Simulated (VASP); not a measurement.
# NaCl (Pm-3m) in VASP: a series of runs, part 2 of 3

VASP 6.6.1. The steps go on from the part before.

## 3. Single point, HSE06

This run uses another cell than the first one, of 21.18 Å³/atom.

POSCAR

```
NaCl
1.0
    3.4857310881      0.0000000000      0.0000000000
    0.0000000000      3.4857310881      0.0000000000
    0.0000000000      0.0000000000      3.4857310881
Na Cl
1 1
Direct
    0.0000000000      0.0000000000      0.0000000000
    0.5000000000      0.5000000000      0.5000000000
```

INCAR.step1

```
  PREC = Accurate
  ENCUT = 520
  EDIFF = 1E-5
  ISMEAR = -1
  SIGMA = 0.02
  LREAL = F
  LASPH = T
  NELM = 100
  ALGO = Normal
  ISIF = 2
  LWAVE = T
  LCHARG = F
  GGA = PE
  NBANDS = 14
```

INCAR.step2

```
  PREC = Accurate
  ENCUT = 520
  EDIFF = 1E-6
  ISMEAR = -1
  SIGMA = 0.02
  LREAL = F
  LASPH = T
  NELM = 100
  ALGO = Normal
  ISIF = 2
  LWAVE = F
  LCHARG = F
  GGA = PE
  LHFCALC = T
  HFSCREEN = 0.2079
  PRECFOCK = Normal
  ISTART = 1
  NBANDS = 14
```

KPOINTS

```
regular mesh
0
Gamma
  4 4 4
```

Potentials or basis: VASP PAW PBE potentials, release 64 (Na_pv, Cl).

Launch:

```sh
$ cat potpaw_PBE.64/Na_pv/POTCAR potpaw_PBE.64/Cl/POTCAR > POTCAR
$ cp INCAR.step1 INCAR
$ mpirun -np 1 vasp_std > vasp.out
$ cp INCAR.step2 INCAR
$ mpirun -np 1 vasp_std > vasp.out
```

OUTCAR:

```text
PREC = Accurate
   ENCUT = 520
   EDIFF = 1E-6
   ISMEAR = -1
   LREAL = F
   LASPH = T
   NELM = 100
   ISIF = 2
   GGA = PE
   LHFCALC = T
   HFSCREEN = 0.2079
   PRECFOCK = Normal
   ISTART = 1

 ion  position               nearest neighbor table
   1  0.000  0.000  0.000-
   2  0.500  0.500  0.500-

  LATTYP: Found a simple cubic cell.
 ALAT       =     3.4857310881

  Lattice vectors:

 A1 = (   3.4857310881,   0.0000000000,   0.0000000000)
 A2 = (   0.0000000000,   3.4857310881,   0.0000000000)
 A3 = (   0.0000000000,   0.0000000000,   3.4857310881)

Analysis of symmetry for initial positions (statically):
=====================================================================
 Subroutine PRICEL returns:
 Original cell was already a primitive cell.

 Routine SETGRP: Setting up the symmetry group for a
 simple cubic supercell.

 Subroutine GETGRP returns: Found 48 space group operations
 (whereof 48 operations were pure point group operations)
 out of a pool of 48 trial point group operations.

The static configuration has the point symmetry O_h .

Analysis of symmetry for dynamics (positions and initial velocities):
=====================================================================
 Subroutine PRICEL returns:
 Original cell was already a primitive cell.

 Routine SETGRP: Setting up the symmetry group for a
 simple cubic supercell.

 Subroutine GETGRP returns: Found 48 space group operations
 (whereof 48 operations were pure point group operations)
 out of a pool of 48 trial point group operations.

The dynamic configuration has the point symmetry O_h .

 Subroutine INISYM returns: Found 48 space group operations
 (whereof 48 operations are pure point group operations),
 and found     1 'primitive' translations

[... 113 lines left out ...]
   HFSCREENC=   0.2079 screening length for correlation (either q_TF or 0.3 A-1)
   ENCUTFOCK=  -1.0 apply spherical cutoff to Coloumb kernel
   IVDW    =     0    specifies the selected vdW correction
   LEPSILON=     F    determine dielectric tensor
   LRPA    =     F    only Hartree local field effects (RPA)
 non-spin polarized calculation
  energy-cutoff  :      520.00
  volume of cell :       42.35
 maximum number of plane-waves:      1189
 NGX is ok and might be reduce to    28
  NGX = 20; NGY = 20; NGZ = 20

 number of electron      13.9999987 magnetization

 Free energy of the ion-electron system (eV)
  ---------------------------------------------------
  ext. energy  EPLUGINS =         0.00000000
  ---------------------------------------------------
  free energy    TOTEN  =        -7.55018290 eV

  energy without entropy =       -7.55018290  energy(sigma->0) =       -7.55018290

 E-fermi :   0.1456     XC(G=0):  -7.0532

 val. band max:       -0.3980511016   @ k =   0.5000   0.5000   0.0000
 cond. band min:       4.9402534507   @ k =   0.0000   0.0000   0.0000
 fundamental gap:      5.3383045524
 Fermi energy:         0.1455706188

 k-point     1 :       0.0000    0.0000    0.0000
  band No.  band energies     occupation
      1     -24.6170      2.00000
      2     -24.6170      2.00000
      3     -24.6170      2.00000
      4     -15.0780      2.00000
      5      -0.9422      2.00000
      6      -0.9422      2.00000
      7      -0.9422      2.00000
      8       4.9403      0.00000
      9       9.5111      0.00000
     10       9.5111      0.00000
     11      17.1386      0.00000
     12      17.1394      0.00000
     13      17.1404      0.00000
     14      17.3463      0.00000
[... 139 lines left out ...]
      1     -24.6421      2.00000
      2     -24.6421      2.00000
      3     -24.6421      2.00000
      4     -14.0716      2.00000
      5      -2.4384      2.00000
      6      -2.4384      2.00000
      7      -2.4384      2.00000
      8       8.0366      0.00000
      9       8.0366      0.00000
     10       8.0366      0.00000
     11      12.9817      0.00000
     12      17.3993      0.00000
     13      17.3993      0.00000
     14      17.3993      0.00000

------------------------ aborting loop because EDIFF is reached ----------------------------------------

  FORCE on cell =-STRESS in cart. coord.  units (eV):
  Direction    XX          YY          ZZ          XY          YZ          ZX
  --------------------------------------------------------------------------------------
  -------------------------------------------------------------------------------------
  Total        0.0020662      0.0020662      0.0020662     -0.0000000     -0.0000000      0.0000000
  in kB        0.0781621      0.0781621      0.0781621     -0.0000000     -0.0000000      0.0000000
  external PRESSURE =       0.0781621 kB  Pullay stress =       0.0000000 kB

 VOLUME and BASIS-vectors are now :
 -----------------------------------------------------------------------------
  energy-cutoff  :      520.00
  volume of cell :       42.35
      direct lattice vectors                 reciprocal lattice vectors
     3.485731088  0.000000000  0.000000000     0.286883863  0.000000000  0.000000000
     0.000000000  3.485731088  0.000000000     0.000000000  0.286883863  0.000000000
     0.000000000  0.000000000  3.485731088     0.000000000  0.000000000  0.286883863

 POSITION                                       TOTAL-FORCE (eV/Angst)
 -----------------------------------------------------------------------------------
      0.00000      0.00000      0.00000         0.000000      0.000000      0.000000
      1.74287      1.74287      1.74287         0.000000      0.000000      0.000000
 -----------------------------------------------------------------------------------
    total drift:                               -0.000002      0.000000     -0.000031

  FREE ENERGIE OF THE ION-ELECTRON SYSTEM (eV)
  ---------------------------------------------------
  free  energy   TOTEN  =        -7.5501828999 eV

  energy  without entropy=       -7.5501828999  energy(sigma->0) =       -7.55018290
```

OUTCAR.step1:

```text
PREC = Accurate
   ENCUT = 520
   EDIFF = 1E-5
   ISMEAR = -1
   LREAL = F
[... 375 lines left out ...]
      0.00000      0.00000      0.00000         0.000000      0.000000      0.000000
      1.74287      1.74287      1.74287         0.000000      0.000000      0.000000
 -----------------------------------------------------------------------------------
    total drift:                               -0.000000      0.000000      0.000000

  FREE ENERGIE OF THE ION-ELECTRON SYSTEM (eV)
  ---------------------------------------------------
  free  energy   TOTEN  =        -6.4585684243 eV

  energy  without entropy=       -6.4585684243  energy(sigma->0) =       -6.45856842
```

OSZICAR.step1:

```text
N       E                     dE             d eps       ncg     rms          rms(c)
DAV:   1     0.108195476197E+03    0.10820E+03   -0.71177E+03   280   0.104E+03
DAV:   2     0.213655509831E+01   -0.10606E+03   -0.97531E+02   316   0.279E+02
DAV:   3    -0.657438335961E+01   -0.87109E+01   -0.86683E+01   358   0.743E+01
DAV:   4    -0.671208218644E+01   -0.13770E+00   -0.13765E+00   328   0.103E+01
DAV:   5    -0.671523230171E+01   -0.31501E-02   -0.31500E-02   364   0.153E+00    0.230E+00
DAV:   6    -0.648864418447E+01    0.22659E+00   -0.30603E-01   362   0.341E+00    0.165E+00
DAV:   7    -0.645854270461E+01    0.30101E-01   -0.92164E-02   404   0.183E+00    0.114E+00
DAV:   8    -0.645871451221E+01   -0.17181E-03   -0.10898E-02   280   0.946E-01    0.419E-01
DAV:   9    -0.645849482924E+01    0.21968E-03   -0.42430E-04   370   0.155E-01    0.197E-01
DAV:  10    -0.645857063093E+01   -0.75802E-04   -0.23292E-04   310   0.114E-01    0.275E-02
DAV:  11    -0.645856842429E+01    0.22066E-05   -0.93344E-06   334   0.276E-02
   1 F= -.64585684E+01 E0= -.64585684E+01  d E =-.111259E-11
```

Wall time 3.1 min (1 thread of Intel Xeon 8259CL, shared host); peak memory 0.25 GiB.

What came out:

| Quantity | Value |
| --- | --- |
| Free energy | -7.5502 eV |
| Pressure | 0.0 GPa |
| Band gap on the k mesh | 5.34 eV (least direct gap 5.88 eV) |

Levels at points of the mesh, in eV from the valence-band top:
| k point | band 5 | band 6 | band 7 | band 8 | band 9 | band 10 |
| --- | --- | --- | --- | --- | --- | --- |
| (0.00, 0.00, 0.00) | -0.54 | -0.54 | -0.54 | 5.34 | 9.91 | 9.91 |
| (0.50, 0.00, 0.00) | -3.20 | -0.28 | -0.28 | 8.32 | 10.19 | 11.95 |
| (0.50, 0.50, 0.00) | -2.49 | -2.49 | 0.00 | 6.84 | 11.37 | 12.67 |
| (0.50, 0.50, 0.50) | -2.04 | -2.04 | -2.04 | 8.43 | 8.43 | 8.43 |

Caveat: the k points lie up to 0.45 Å⁻¹ apart; the PAW data sets were made with another functional, which shifts forces and pressure a little.

(Continued in part 3 of 3.)
